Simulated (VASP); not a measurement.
# Sn (R-3m) in VASP: single point with PBEsol

Aim: the single point of Sn with PBEsol.

Program: VASP 6.6.1. These are calculated values, not measurements. Logs are shortened: lines on timing, memory, paths and dates and some standing lists are left out, and cuts for length are marked.

## 1. The cell of the first run

The structure is trigonal, space group R-3m (No. 166). The conventional cell has a = 4.490 Å, b = 4.490 Å, c = 4.674 Å, α = 90.00°, β = 90.00°, γ = 120.00°. Within 4.1 Å of Sn (site symmetry -3m) lie 12 Sn at 3.02 to 4.05 Å.

## 2. Single point, PBEsol

INCAR reads:

```
SYSTEM = Sn
  ALGO = Fast
  EDIFF = 1E-7
  ENCUT = 520
  GGA = PS
  ISIF = 2
  ISMEAR = 0
  LASPH = .True.
  LCHARG = .False.
  LREAL = .False.
  LWAVE = .False.
  NBANDS = 13
  NELM = 60
  PREC = Accurate
  SIGMA = 0.15
```

KPOINTS reads:

```
k-points
0
Gamma
  20 20 20
  0 0 0
```

POSCAR reads:

```
Sn
1.0
   -1.2170815681      1.9579138269      1.9579138269
    1.9579138269     -1.2170815681      1.9579138269
    1.9579138269      1.9579138269     -1.2170815681
Sn
1
Direct
    0.0000000000      0.0000000000      0.0000000000
```

Potentials or basis: VASP PAW PBE potentials, release 64 (Sn_d).

Started as:

```bash
> cat potpaw_PBE.64/Sn_d/POTCAR > POTCAR
> mpirun -np 1 vasp_std > vasp.out
```

OUTCAR:

```text
SYSTEM = Sn
   EDIFF = 1E-7
   ENCUT = 520
   GGA = PS
   ISIF = 2
   ISMEAR = 0
   LASPH = .True.
   LREAL = .False.
   NELM = 60
   PREC = Accurate

 ion  position               nearest neighbor table
   1  0.000  0.000  0.000-

  LATTYP: Found a trigonal (rhomboedric) cell.
 ALAT       =     3.0245893359
 COS(alpha) =    -0.1019283747

  Lattice vectors:

 A1 = (  -1.2170815681,   1.9579138269,   1.9579138269)
 A2 = (   1.9579138269,  -1.2170815681,   1.9579138269)
 A3 = (   1.9579138269,   1.9579138269,  -1.2170815681)

Analysis of symmetry for initial positions (statically):
=====================================================================
 Subroutine PRICEL returns:
 Original cell was already a primitive cell.

 Routine SETGRP: Setting up the symmetry group for a
 trigonal (rhombohedral) supercell.

 Subroutine GETGRP returns: Found 12 space group operations
 (whereof 12 operations were pure point group operations)
 out of a pool of 12 trial point group operations.

The static configuration has the point symmetry D_3d.

Analysis of symmetry for dynamics (positions and initial velocities):
=====================================================================
 Subroutine PRICEL returns:
 Original cell was already a primitive cell.

 Routine SETGRP: Setting up the symmetry group for a
 trigonal (rhombohedral) supercell.

 Subroutine GETGRP returns: Found 12 space group operations
 (whereof 12 operations were pure point group operations)
 out of a pool of 12 trial point group operations.

The dynamic configuration has the point symmetry D_3d.

 Subroutine INISYM returns: Found 12 space group operations
 (whereof 12 operations are pure point group operations),
 and found     1 'primitive' translations

----------------------------------------------------------------------------------------

                                     Primitive cell

  volume of cell :      27.2050

  direct lattice vectors                    reciprocal lattice vectors
    -1.217081568  1.957913827  1.957913827    -0.086459906  0.228501181  0.228501181
     1.957913827 -1.217081568  1.957913827     0.228501181 -0.086459906  0.228501181
     1.957913827  1.957913827 -1.217081568     0.228501181  0.228501181 -0.086459906

  length of vectors
     3.024589336  3.024589336  3.024589336     0.334515911  0.334515911  0.334515911

  position of ions in fractional coordinates (direct lattice)
     0.000000000  0.000000000  0.000000000

  ion indices of the primitive-cell ions
   primitive index   ion index
                 1           1

----------------------------------------------------------------------------------------

 KPOINTS: k-points

Automatic generation of k-mesh.
 Grid dimensions read from file:
 generate k-points for:   20   20   20

 Generating k-lattice:

  Cartesian coordinates                     Fractional coordinates (reciprocal lattice)
    -0.004322995  0.011425059  0.011425059     0.050000000  0.000000000  0.000000000
     0.011425059 -0.004322995  0.011425059     0.000000000  0.050000000  0.000000000
     0.011425059  0.011425059 -0.004322995     0.000000000  0.000000000  0.050000000

  Length of vectors
     0.016725796  0.016725796  0.016725796

  Shift w.r.t. Gamma in fractional coordinates (k-lattice)
     0.000000000  0.000000000  0.000000000

 Subroutine IBZKPT returns following result:
 ===========================================

 Found    781 irreducible k-points:

 Following reciprocal coordinates:
            Coordinates               Weight
  0.000000  0.000000  0.000000      1.000000
  0.050000  0.000000  0.000000      6.000000
  0.100000 -0.000000 -0.000000      6.000000
  0.150000  0.000000  0.000000      6.000000
  0.200000 -0.000000 -0.000000      6.000000
  0.250000 -0.000000 -0.000000      6.000000
[... 16 lines left out ...]
 -0.400000  0.050000 -0.000000     12.000000
 -0.350000  0.050000 -0.000000     12.000000
 [... further k-points ...]
   k-points           NKPTS =    781   k-points in BZ     NKDIM =    781   number of bands    NBANDS=     13
   number of dos      NEDOS =    301   number of ions     NIONS =      1
   total plane-waves  NPLWV =  13824
   dimension x,y,z NGX =    24 NGY =   24 NGZ =   24
   dimension x,y,z NGXF=    48 NGYF=   48 NGZF=   48
   ions per type =               1
   NGX,Y,Z   is equivalent  to a cutoff of  13.19, 13.19, 13.19 a.u.
   NGXF,Y,Z  is equivalent  to a cutoff of  26.38, 26.38, 26.38 a.u.
 SYSTEM =  Sn
   PREC   = accura    normal or accurate (medium, high low for compatibility)
   ISTART =      0    job   : 0-new  1-cont  2-samecut
   ICHARG =      2    charge: 1-file 2-atom 10-const
   ISPIN  =      1    spin polarized calculation?
   LNONCOLLINEAR =      F non collinear calculations
   LSORBIT =      F    spin-orbit coupling
   LASPH  =      T    aspherical Exc in radial PAW
   ENCUT  =  520.0 eV  38.22 Ry    6.18 a.u.   5.62  5.62  5.62*2*pi/ulx,y,z
   NELM   =     60;   NELMIN=  2; NELMDL= -5     # of ELM steps
   EDIFF  = 0.1E-06   stopping-criterion for ELM
   LREAL  =      F    real-space projection
   EDIFFG = 0.1E-05   stopping-criterion for IOM
   NSW    =      0    number of steps for IOM
   IBRION =     -1    ionic relax: 0-MD 1-quasi-New 2-CG
   NFREE  =      0    steps in history (QN), initial steepest desc. (CG)
   ISIF   =      2    stress and relaxation
   ISYM   =      2    0-nonsym 1-usesym 2-fastsym
   POTIM  = 0.5000    time-step for ionic-motion
   TEBEG  =    0.0;   TEEND  =   0.0 temperature during run
   PSTRESS=    0.0 pullay stress
   NELECT =      14.0000    total number of electrons
   NUPDOWN=      -1.0000    fix difference up-down
   EMIN   =  10.00;   EMAX   =-10.00  energy-range for DOS
   EFERMI =   0.00;   METHOD = LEGACY
   ISMEAR =     0;   SIGMA  =   0.15  broadening in eV -4-tet -1-fermi 0-gaus
   EFERMI_NEDOS =   21; number of points for ismear=-14 and -15
   IALGO  =     68    algorithm
   IMIX   =      4    mixing-type and parameters
     AMIX     =   0.40;   BMIX     =  1.00
     AMIX_MAG =   1.60;   BMIX_MAG =  1.00
  volume/ion in A,a.u.               =      27.20       183.59
  Fermi-wavevector in a.u.,A,eV,Ry     =   1.311902  2.479136 23.416813  1.721087
  Thomas-Fermi vector in A             =   2.442332
   LORBIT       =      0    0 simple, 1 ext, 2 COOP (PROOUT), +10 PAW based schemes
   GGA     = PS    functional components
   LHFCALC =     F    Hartree Fock is set to
   AEXX    =    0.0000 exact exchange contribution
   IVDW    =     0    specifies the selected vdW correction
   LEPSILON=     F    determine dielectric tensor
   LRPA    =     F    only Hartree local field effects (RPA)
 non-spin polarized calculation
 RMM-DIIS sequential band-by-band and
 Gauss-broadening in eV      SIGMA  =   0.15
  energy-cutoff  :      520.00
  volume of cell :       27.20
 maximum number of plane-waves:       749
   NGX = 11   NGY = 11   NGZ = 11

 number of electron      14.0000005 magnetization

 Free energy of the ion-electron system (eV)
  ---------------------------------------------------
  ext. energy  EPLUGINS =         0.00000000
  ---------------------------------------------------
  free energy    TOTEN  =        -4.19714408 eV

  energy without entropy =       -4.18983302  energy(sigma->0) =       -4.19348855

 E-fermi :   7.6917     XC(G=0): -10.4121

 val. band max:        7.6847411948   @ k =  -0.4500   0.5000   0.3000
 cond. band min:       7.6918117314   @ k =   0.4000   0.3500   0.3500
 fundamental gap:      0.0070705366
 Fermi energy:         7.6917204932

 k-point     1 :       0.0000    0.0000    0.0000
  band No.  band energies     occupation
      1     -13.8438      2.00000
      2     -13.8438      2.00000
      3     -13.4400      2.00000
      4     -13.4052      2.00000
      5     -13.4052      2.00000
      6      -3.4403      2.00000
      7      13.0304      0.00000
      8      13.6437      0.00000
      9      13.6437      0.00000
     10      16.8301      0.00000
     11      16.8301      0.00000
     12      18.2206      0.00000
     13      25.7972      0.00000

 k-point     2 :       0.0500    0.0000    0.0000
  band No.  band energies     occupation
      1     -13.8433      2.00000
      2     -13.8356      2.00000
      3     -13.4416      2.00000
      4     -13.4078      2.00000
      5     -13.4061      2.00000
      6      -3.3976      2.00000
      7      12.6733      0.00000
      8      13.3913      0.00000
      9      13.6780      0.00000
     10      16.8709      0.00000
     11      17.2768      0.00000
     12      18.5186      0.00000
     13      25.5615      0.00000

 k-point     3 :       0.1000   -0.0000   -0.0000
  band No.  band energies     occupation
      1     -13.8418      2.00000
      2     -13.8117      2.00000
      3     -13.4467      2.00000
      4     -13.4155      2.00000
      5     -13.4080      2.00000
      6      -3.2696      2.00000
      7      11.4812      0.00000
      8      13.4097      0.00000
      9      13.7797      0.00000
     10      16.9931      0.00000
     11      17.7290      0.00000
     12      19.6417      0.00000
     13      24.8586      0.00000

 k-point     4 :       0.1500    0.0000    0.0000
  band No.  band energies     occupation
      1     -13.8396      2.00000
      2     -13.7748      2.00000
      3     -13.4557      2.00000
      4     -13.4273      2.00000
      5     -13.4096      2.00000
      6      -3.0563      2.00000
      7      10.0907      0.00000
      8      13.5687      0.00000
      9      13.9449      0.00000
     10      17.1960      0.00000
     11      18.0057      0.00000
     12      21.2476      0.00000
     13      23.9500      0.00000

 k-point     5 :       0.2000   -0.0000   -0.0000
  band No.  band energies     occupation
      1     -13.8369      2.00000
      2     -13.7289      2.00000
      3     -13.4678      2.00000
      4     -13.4421      2.00000
      5     -13.4103      2.00000
      6      -2.7582      2.00000
      7       8.6988      0.00000
      8      13.7967      0.00000
      9      14.1672      0.00000
     10      17.4774      0.00000
     11      18.2958      0.00000
     12      22.8679      0.00000
     13      23.0263      0.00000

 k-point     6 :       0.2500   -0.0000   -0.0000
  band No.  band energies     occupation
      1     -13.8339      2.00000
      2     -13.6794      2.00000
      3     -13.4806      2.00000
      4     -13.4584      2.00000
      5     -13.4102      2.00000
      6      -2.3772      2.00000
      7       7.3588      1.99830
      8      14.0733      0.00000
      9      14.4375      0.00000
     10      17.8303      0.00000
     11      18.6422      0.00000
     12      22.1526      0.00000
     13      22.6728      0.00000

 k-point     7 :       0.3000    0.0000    0.0000
  band No.  band energies     occupation
      1     -13.8311      2.00000
      2     -13.6334      2.00000
      3     -13.4904      2.00000
      4     -13.4745      2.00000
      5     -13.4096      2.00000
      6      -1.9184      2.00000
      7       6.0975      2.00000
      8      14.3793      0.00000
      9      14.7426      0.00000
     10      18.2357      0.00000
     11      19.0509      0.00000
     12      21.3813      0.00000
     13      21.8711      0.00000
[... 193 lines left out ...]
 k-point    20 :       0.4500    0.0500   -0.0000
  band No.  band energies     occupation
      1     -13.8195      2.00000
      2     -13.5786      2.00000
      3     -13.5089      2.00000
      4     -13.4690      2.00000
      5     -13.4099      2.00000
      6      -0.2571      2.00000
      7       3.1336      2.00000
      8      14.5102      0.00000
      9      15.4400      0.00000
     10      19.3080      0.00000
     11      20.1503      0.00000
     12      20.6538      0.00000
     13      21.1577      0.00000

 k-point    21 :       0.5000    0.0500   -0.0000
  band No.  band energies     occupation
      1     -13.8190      2.00000
      2     -13.5786      2.00000
      3     -13.5118      2.00000
      4     -13.4633      2.00000
      5     -13.4096      2.00000
      6      -0.0717      2.00000
      7       2.8736      2.00000
      8      14.8432      0.00000
      9      15.5718      0.00000
     10      19.1480      0.00000
     11      19.6661      0.00000
     12      20.6697      0.00000
     13      20.6975      0.00000

 k-point    22 :      -0.4500    0.0500    0.0000
  band No.  band energies     occupation
      1     -13.8194      2.00000
      2     -13.5789      2.00000
      3     -13.5098      2.00000
      4     -13.4686      2.00000
      5     -13.4098      2.00000
      6      -0.3396      2.00000
      7       3.2519      2.00000
      8      15.0429      0.00000
      9      15.5691      0.00000
     10      19.0414      0.00000
     11      19.2183      0.00000
     12      20.4167      0.00000
     13      20.4473      0.00000

 k-point    23 :      -0.4000    0.0500   -0.0000
  band No.  band energies     occupation
      1     -13.8205      2.00000
      2     -13.5821      2.00000
      3     -13.5031      2.00000
      4     -13.4816      2.00000
      5     -13.4105      2.00000
      6      -0.8526      2.00000
      7       4.0594      2.00000
      8      15.0140      0.00000
      9      15.4550      0.00000
     10      18.7799      0.00000
     11      19.0278      0.00000
     12      20.1196      0.00000
     13      20.5424      0.00000

 k-point    24 :      -0.3500    0.0500   -0.0000
  band No.  band energies     occupation
      1     -13.8224      2.00000
      2     -13.5968      2.00000
      3     -13.4947      2.00000
      4     -13.4899      2.00000
      5     -13.4113      2.00000
      6      -1.4085      2.00000
      7       5.0908      2.00000
      8      14.7890      0.00000
      9      15.2207      0.00000
     10      18.4127      0.00000
     11      18.9367      0.00000
     12      20.0538      0.00000
     13      20.9957      0.00000

 [... further k-points ...]
[... 5 lines left out ...]
  --------------------------------------------------------------------------------------
  -------------------------------------------------------------------------------------
  Total        0.1759973      0.1759973      0.1759973      0.1167975      0.1167975      0.1167975
  in kB       10.3649801     10.3649801     10.3649801      6.8785355      6.8785355      6.8785355
  external PRESSURE =      10.3649801 kB  Pullay stress =       0.0000000 kB

 VOLUME and BASIS-vectors are now :
 -----------------------------------------------------------------------------
  energy-cutoff  :      520.00
  volume of cell :       27.20
      direct lattice vectors                 reciprocal lattice vectors
    -1.217081568  1.957913827  1.957913827    -0.086459906  0.228501181  0.228501181
     1.957913827 -1.217081568  1.957913827     0.228501181 -0.086459906  0.228501181
     1.957913827  1.957913827 -1.217081568     0.228501181  0.228501181 -0.086459906

 POSITION                                       TOTAL-FORCE (eV/Angst)
 -----------------------------------------------------------------------------------
      0.00000      0.00000      0.00000         0.000000     -0.000000     -0.000000
 -----------------------------------------------------------------------------------
    total drift:                                0.000000      0.000000      0.000000

  FREE ENERGIE OF THE ION-ELECTRON SYSTEM (eV)
  ---------------------------------------------------
  free  energy   TOTEN  =        -4.1971440834 eV

  energy  without entropy=       -4.1898330234  energy(sigma->0) =       -4.19348855
```

It took 3.9 min on 1 thread of Intel Xeon 8259CL, shared host; peak memory 0.35 GiB.

Results:

* Free energy: -4.1971 eV
* Pressure: 1.0 GPa
* Band gap on the k mesh: zero (bands 7 and 8 overlap by 6.80 eV)

Stress tensor (GPa, compression positive):
```
1.04 0.69 0.69
0.69 1.04 0.69
0.69 0.69 1.04
```

Caveat: the PAW data sets were made with another functional, which shifts forces and pressure a little; spin-orbit coupling is left out, which moves the levels of the heavy elements.
